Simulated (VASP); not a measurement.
# Be (P6/mmm) in VASP: a series of runs, part 2 of 2

VASP 6.6.1.

## 3. Single point, PBE (volume scaled by 0.92)

INCAR reads:

```
SYSTEM = Be
PREC = Accurate
ENCUT = 520
EDIFF = 1E-7
ISMEAR = -1
SIGMA = 0.1
LREAL = .FALSE.
LASPH = .TRUE.
NELM = 60
ALGO = Normal
ISIF = 2
LWAVE = .FALSE.
LCHARG = .FALSE.
GGA = PE
NBANDS = 10
```

KPOINTS reads:

```
Automatic mesh
0
G
  11 11 16
  0 0 0
```

POSCAR reads:

```
Be
1.0
    3.4724328114      0.0000000000      0.0000000000
   -1.7362164057      3.0072150276      0.0000000000
    0.0000000000      0.0000000000      2.1329412409
Be
3
Direct
    1.0000000000      1.0000000000      1.0000000000
    0.3333333333      0.6666666667      0.5000000000
    0.6666666667      0.3333333333      0.5000000000
```

Potentials or basis: VASP PAW PBE potentials, release 64 (Be).

Run with:

```bash
$ cat potpaw_PBE.64/Be/POTCAR > POTCAR
$ mpirun -np 1 vasp_std > vasp.out
```

OUTCAR:

```text
SYSTEM = Be
   PREC = Accurate
   ENCUT = 520
   EDIFF = 1E-7
   ISMEAR = -1
   LREAL = .FALSE.
   LASPH = .TRUE.
   NELM = 60
   ISIF = 2
   GGA = PE

 ion  position               nearest neighbor table
   1  0.000  0.000  0.000-   2 2.27   3 2.27   2 2.27   3 2.27   2 2.27   2 2.27   3 2.27   3 2.27
                             3 2.27   3 2.27   2 2.27   2 2.27
   2  0.333  0.667  0.500-   3 2.00   3 2.00   3 2.00   1 2.27   1 2.27   1 2.27   1 2.27   1 2.27
                             1 2.27
   3  0.667  0.333  0.500-   2 2.00   2 2.00   2 2.00   1 2.27   1 2.27   1 2.27   1 2.27   1 2.27
                             1 2.27

  LATTYP: Found a hexagonal cell.
 ALAT       =     3.4724328114
 C/A-ratio  =     0.6142498233

  Lattice vectors:

 A1 = (   3.4724328114,   0.0000000000,   0.0000000000)
 A2 = (  -1.7362164057,   3.0072150276,   0.0000000000)
 A3 = (   0.0000000000,   0.0000000000,   2.1329412409)

Analysis of symmetry for initial positions (statically):
=====================================================================
 Subroutine PRICEL returns:
 Original cell was already a primitive cell.

 Routine SETGRP: Setting up the symmetry group for a
 hexagonal supercell.

 Subroutine GETGRP returns: Found 24 space group operations
 (whereof 24 operations were pure point group operations)
 out of a pool of 24 trial point group operations.

The static configuration has the point symmetry D_6h.

Analysis of symmetry for dynamics (positions and initial velocities):
=====================================================================
 Subroutine PRICEL returns:
 Original cell was already a primitive cell.

 Routine SETGRP: Setting up the symmetry group for a
 hexagonal supercell.

 Subroutine GETGRP returns: Found 24 space group operations
 (whereof 24 operations were pure point group operations)
 out of a pool of 24 trial point group operations.

The dynamic configuration has the point symmetry D_6h.

 Subroutine INISYM returns: Found 24 space group operations
 (whereof 24 operations are pure point group operations),
[... 125 lines left out ...]
   AEXX    =    0.0000 exact exchange contribution
   IVDW    =     0    specifies the selected vdW correction
   LEPSILON=     F    determine dielectric tensor
   LRPA    =     F    only Hartree local field effects (RPA)
 non-spin polarized calculation
  energy-cutoff  :      520.00
  volume of cell :       22.27
 maximum number of plane-waves:       626
 NGX is ok and might be reduce to    28
   NGX = 13   NGY = 13   NGZ =  7

 number of electron       6.0000000 magnetization

 Free energy of the ion-electron system (eV)
  ---------------------------------------------------
  ext. energy  EPLUGINS =         0.00000000
  ---------------------------------------------------
  free energy    TOTEN  =       -10.67992722 eV

  energy without entropy =      -10.66165760  energy(sigma->0) =      -10.67079241

 E-fermi :   8.2779     XC(G=0): -10.8177

 val. band max:        8.2353915710   @ k =   0.1818   0.0000   0.3750
 cond. band min:       8.3062046122   @ k =   0.1818   0.1818   0.5000
 fundamental gap:      0.0708130412
 Fermi energy:         8.2778881953

 k-point     1 :       0.0000    0.0000    0.0000
  band No.  band energies     occupation
      1      -4.1452      2.00000
      2       6.8688      2.00000
      3       6.8688      2.00000
      4       7.1042      1.99998
      5       7.1042      1.99998
      6      14.2693      0.00000
      7      14.5595      0.00000
      8      19.4774      0.00000
      9      28.6490      0.00000
     10      28.6885      0.00000
[... 287 lines left out ...]
 k-point    24 :       0.1818    0.0909    0.0625
  band No.  band energies     occupation
      1      -3.3599      2.00000
      2       3.0445      2.00000
      3       3.7657      2.00000
      4       9.7039      0.00000
      5      11.1851      0.00000
      6      16.3677      0.00000
      7      16.9982      0.00000
      8      19.7881      0.00000
      9      25.2383      0.00000
     10      26.4664      0.00000

 [... further k-points ...]

------------------------ aborting loop because EDIFF is reached ----------------------------------------

  FORCE on cell =-STRESS in cart. coord.  units (eV):
  Direction    XX          YY          ZZ          XY          YZ          ZX
  --------------------------------------------------------------------------------------
  -------------------------------------------------------------------------------------
  Total        1.6782927      1.6782927      1.3274575      0.0000000     -0.0000000      0.0000000
  in kB      120.7260707    120.7260707     95.4891372      0.0000000     -0.0000000      0.0000000
  external PRESSURE =     112.3137596 kB  Pullay stress =       0.0000000 kB

 VOLUME and BASIS-vectors are now :
 -----------------------------------------------------------------------------
  energy-cutoff  :      520.00
  volume of cell :       22.27
      direct lattice vectors                 reciprocal lattice vectors
     3.472432811  0.000000000  0.000000000     0.287982534  0.166266793  0.000000000
    -1.736216406  3.007215028  0.000000000     0.000000000  0.332533587  0.000000000
     0.000000000  0.000000000  2.132941241     0.000000000  0.000000000  0.468836169

 POSITION                                       TOTAL-FORCE (eV/Angst)
 -----------------------------------------------------------------------------------
      0.00000      0.00000      0.00000         0.000000      0.000000      0.000000
     -0.00000      2.00481      1.06647        -0.000000      0.000000      0.000000
      1.73622      1.00241      1.06647         0.000000     -0.000000      0.000000
 -----------------------------------------------------------------------------------
    total drift:                                0.000000     -0.000000     -0.000000

  FREE ENERGIE OF THE ION-ELECTRON SYSTEM (eV)
  ---------------------------------------------------
  free  energy   TOTEN  =       -10.6799272238 eV

  energy  without entropy=      -10.6616575974  energy(sigma->0) =      -10.67079241
```

OSZICAR:

```text
N       E                     dE             d eps       ncg     rms          rms(c)
DAV:   1     0.150486558138E+00    0.15049E+00   -0.28825E+03  2888   0.510E+02
DAV:   2    -0.105885285611E+02   -0.10739E+02   -0.10377E+02  3912   0.869E+01
DAV:   3    -0.107902769538E+02   -0.20175E+00   -0.19936E+00  3952   0.831E+00
DAV:   4    -0.107907229465E+02   -0.44599E-03   -0.44579E-03  3696   0.381E-01
DAV:   5    -0.107907235643E+02   -0.61788E-06   -0.61843E-06  3570   0.130E-02    0.147E+00
DAV:   6    -0.107097792355E+02    0.80944E-01   -0.13142E-02  3352   0.126E+00    0.902E-01
DAV:   7    -0.106799729218E+02    0.29806E-01   -0.11213E-02  3220   0.120E+00    0.922E-02
DAV:   8    -0.106799282521E+02    0.44670E-04   -0.86258E-05  4094   0.685E-02    0.182E-02
DAV:   9    -0.106799289838E+02   -0.73172E-06   -0.14273E-05  3684   0.218E-02    0.696E-03
DAV:  10    -0.106799271859E+02    0.17979E-05   -0.36067E-06  3682   0.888E-03    0.651E-04
DAV:  11    -0.106799272238E+02   -0.37978E-07   -0.62734E-08  2272   0.174E-03
   1 F= -.10679927E+02 E0= -.10670792E+02  d E =-.182696E-01
```

Wall time 22 s (1 thread of Intel Xeon Platinum 8375C at 2.90GHz (Ice Lake), shared host); peak memory 0.14 GiB.

What came out:

```
Free energy            : -10.6799 eV
Pressure               : 11.2 GPa
Band gap on the k mesh : zero (band 3 reaches 12.19 eV, above the bottom of band 4 at 7.10 eV)
```

Levels at points of the mesh, in eV from the Fermi level:
```
           k point  band 1  band 2  band 3  band 4  band 5  band 6  band 7
(0.00, 0.00, 0.00)  -12.42   -1.41   -1.41   -1.17   -1.17    5.99    6.28
(0.00, 0.00, 0.50)   -6.92   -5.92    3.91    3.91    4.52    6.19    6.19
```

Caveat: the cell differs from its parent crystal (volume scaled by 0.92).

## 4. Single point, PBE (volume scaled by 0.96)

INCAR reads:

```
SYSTEM = Be
ALGO = Normal
EDIFF = 1E-6
ENCUT = 520
GGA = PE
ISIF = 2
ISMEAR = -1
LASPH = .TRUE.
LCHARG = .FALSE.
LREAL = .FALSE.
LWAVE = .FALSE.
NBANDS = 10
NELM = 80
PREC = Accurate
SIGMA = 0.1
```

KPOINTS reads:

```
k-points
0
G
  11 11 16
  0 0 0
```

POSCAR reads:

```
Be
1.0
    3.5220456974      0.0000000000      0.0000000000
   -1.7610228487      3.0501810472      0.0000000000
    0.0000000000      0.0000000000      2.1634159473
Be
3
Direct
    1.0000000000      1.0000000000      1.0000000000
    0.3333333333      0.6666666667      0.5000000000
    0.6666666667      0.3333333333      0.5000000000
```

Run with:

```bash
$ cat potpaw_PBE.64/Be/POTCAR > POTCAR
$ mpirun -np 1 vasp_std > vasp.out
```

Wall time 22 s (1 thread of Intel Xeon Platinum 8375C at 2.90GHz (Ice Lake), shared host); peak memory 0.14 GiB.

It converged, with:

```yaml
Free_energy: -10.7291 eV
Pressure: 5.2 GPa
Band_gap_on_the_k_mesh: zero (band 3 reaches 11.68 eV, above the bottom of band 4 at 6.78 eV)
```

Stress tensor (GPa, compression positive):
```
5.48 0.00 0.00
0.00 5.48 0.00
0.00 0.00 4.65
```

Levels at points of the mesh, in eV from the Fermi level:
```tsv
k point	band 1	band 2	band 3	band 4	band 5	band 6	band 7	band 8
(0.00, 0.00, 0.00)	-12.14	-1.32	-1.32	-1.09	-1.09	5.70	5.95	10.87
(0.00, 0.00, 0.50)	-6.69	-5.79	3.81	3.81	4.41	6.04	6.04	7.17
```

Caveat: the cell differs from its parent crystal (volume scaled by 0.96).

## 5. Single point, PBE

This run uses another cell than the first one, of 8.07 Å³/atom, 1.136 times its volume.

INCAR reads:

```
PREC = Accurate
ENCUT = 520
EDIFF = 1E-6
ISMEAR = -1
SIGMA = 0.1
LREAL = False
LASPH = True
NELM = 60
ALGO = Normal
ISIF = 2
LWAVE = False
LCHARG = True
GGA = PE
LELF = True
LVHAR = True
NBANDS = 10
```

KPOINTS reads:

```
regular mesh
0
Gamma
  11 11 16
```

POSCAR reads:

```
Be
1.0
    3.5702988949      0.0000000000      0.0000000000
   -1.7851494474      3.0919695421      0.0000000000
    0.0000000000      0.0000000000      2.1930554653
Be
3
Direct
    1.0000000000      1.0000000000      1.0000000000
    0.3333333333      0.6666666667      0.5000000000
    0.6666666667      0.3333333333      0.5000000000
```

Run with:

```bash
$ cat potpaw_PBE.64/Be/POTCAR > POTCAR
$ mpirun -np 1 vasp_std > vasp.out
```

It took 17 s on 1 thread of Intel Xeon Platinum 8375C at 2.90GHz (Ice Lake), shared host; peak memory 0.14 GiB.

It converged, with:

| Property | Result |
| --- | --- |
| Free energy | -10.7449 eV |
| Pressure | 0.2 GPa |
| Band gap on the k mesh | zero (band 3 reaches 11.22 eV, above the bottom of band 4 at 6.48 eV) |

Stress tensor (GPa, compression positive):
```
-0.06  0.00  0.00
 0.00 -0.06  0.00
 0.00  0.00  0.58
```

Levels at points of the mesh, in eV from the Fermi level:
| k point | band 1 | band 2 | band 3 | band 4 | band 5 | band 6 | band 7 |
| --- | --- | --- | --- | --- | --- | --- | --- |
| (0.00, 0.00, 0.00) | -11.87 | -1.23 | -1.23 | -1.01 | -1.01 | 5.42 | 5.65 |
| (0.00, 0.00, 0.50) | -6.48 | -5.65 | 3.73 | 3.73 | 4.31 | 5.91 | 5.91 |

## 6. Single point, PBE (volume scaled by 1.04)

INCAR reads:

```
SYSTEM = Be
PREC = Accurate ; ENCUT = 520
EDIFF = 1E-6 ; ISMEAR = -1
SIGMA = 0.1 ; LREAL = .False.
LASPH = .True. ; NELM = 80
ALGO = Normal ; ISIF = 2
LWAVE = .False. ; LCHARG = .False.
GGA = PE ; NBANDS = 10
```

KPOINTS reads:

```
Automatic mesh
0
Gamma
  11 11 16
  0 0 0
```

POSCAR reads:

```
Be
1.0
    3.6172818998      0.0000000000      0.0000000000
   -1.8086409499      3.1326580179      0.0000000000
    0.0000000000      0.0000000000      2.2219147678
Be
3
Direct
    1.0000000000      1.0000000000      1.0000000000
    0.3333333333      0.6666666667      0.5000000000
    0.6666666667      0.3333333333      0.5000000000
```

Potentials or basis: VASP PAW PBE potentials, release 64 (Be).

Run with:

```bash
$ cat potpaw_PBE.64/Be/POTCAR > POTCAR
$ mpirun -np 1 vasp_std > vasp.out
```

OUTCAR:

```text
SYSTEM = Be
   PREC = Accurate
   ENCUT = 520
   EDIFF = 1E-6
   ISMEAR = -1
   LREAL = .False.
   LASPH = .True.
   NELM = 80
   ISIF = 2
   GGA = PE

 ion  position               nearest neighbor table
   1  0.000  0.000  0.000-   2 2.37   3 2.37   2 2.37   3 2.37   3 2.37   3 2.37   2 2.37   2 2.37
                             3 2.37   3 2.37   2 2.37   2 2.37
   2  0.333  0.667  0.500-   3 2.09   3 2.09   3 2.09   1 2.37   1 2.37   1 2.37   1 2.37   1 2.37
                             1 2.37
   3  0.667  0.333  0.500-   2 2.09   2 2.09   2 2.09   1 2.37   1 2.37   1 2.37   1 2.37   1 2.37
                             1 2.37

  LATTYP: Found a hexagonal cell.
[... 510 lines left out ...]
  --------------------------------------------------------------------------------------
  -------------------------------------------------------------------------------------
  Total       -0.7422494     -0.7422494     -0.4438510      0.0000000     -0.0000000      0.0000000
  in kB      -47.2321503    -47.2321503    -28.2439275      0.0000000     -0.0000000      0.0000000
  external PRESSURE =     -40.9027427 kB  Pullay stress =       0.0000000 kB

 VOLUME and BASIS-vectors are now :
 -----------------------------------------------------------------------------
  energy-cutoff  :      520.00
  volume of cell :       25.18
      direct lattice vectors                 reciprocal lattice vectors
     3.617281900  0.000000000  0.000000000     0.276450669  0.159608868  0.000000000
    -1.808640950  3.132658018  0.000000000     0.000000000  0.319217736  0.000000000
     0.000000000  0.000000000  2.221914768     0.000000000  0.000000000  0.450062268

 POSITION                                       TOTAL-FORCE (eV/Angst)
 -----------------------------------------------------------------------------------
      0.00000      0.00000      0.00000         0.000000      0.000000      0.000000
     -0.00000      2.08844      1.11096        -0.000000      0.000000      0.000000
      1.80864      1.04422      1.11096         0.000000      0.000000     -0.000000
 -----------------------------------------------------------------------------------
    total drift:                                0.000000     -0.000000     -0.000000

  FREE ENERGIE OF THE ION-ELECTRON SYSTEM (eV)
  ---------------------------------------------------
  free  energy   TOTEN  =       -10.7326117481 eV

  energy  without entropy=      -10.7118680990  energy(sigma->0) =      -10.72223992
```

Run time: 19 s. Hardware: 1 thread of Intel Xeon Platinum 8375C at 2.90GHz (Ice Lake), shared host; peak memory 0.15 GiB.

What came out:

| Property | Result |
| --- | --- |
| Free energy | -10.7326 eV |
| Pressure | -4.1 GPa |
| Band gap on the k mesh | zero (band 3 reaches 10.78 eV, above the bottom of band 4 at 6.19 eV) |

Stress tensor (GPa, compression positive):
```
-4.72  0.00  0.00
 0.00 -4.72  0.00
 0.00  0.00 -2.82
```

Caveat: the cell differs from its parent crystal (volume scaled by 1.04).

## 7. The runs side by side

| cell | gap on the mesh (eV) | pressure (GPa) |
| --- | --- | --- |
| a = 3.421, b = 3.421, c = 2.102 Å, angles 90.0, 90.0, 120.0°, 3 atoms | none | 18.4 |
| a = 3.472, b = 3.472, c = 2.133 Å, angles 90.0, 90.0, 120.0°, 3 atoms | none | 11.2 |
| a = 3.522, b = 3.522, c = 2.163 Å, angles 90.0, 90.0, 120.0°, 3 atoms | none | 5.2 |
| a = 3.570, b = 3.570, c = 2.193 Å, angles 90.0, 90.0, 120.0°, 3 atoms | none | 0.2 |
| a = 3.617, b = 3.617, c = 2.222 Å, angles 90.0, 90.0, 120.0°, 3 atoms | none | -4.1 |

Alike in all rows: task single point; level PBE; potentials or basis VASP PAW PBE potentials, release 64 (Be); no spin polarisation; k mesh 11 × 11 × 16; cutoff (eV) 520; smearing fermi-dirac 0.1 eV.

Total energies depend on the potentials used, so only differences within one code and one set of settings carry meaning.
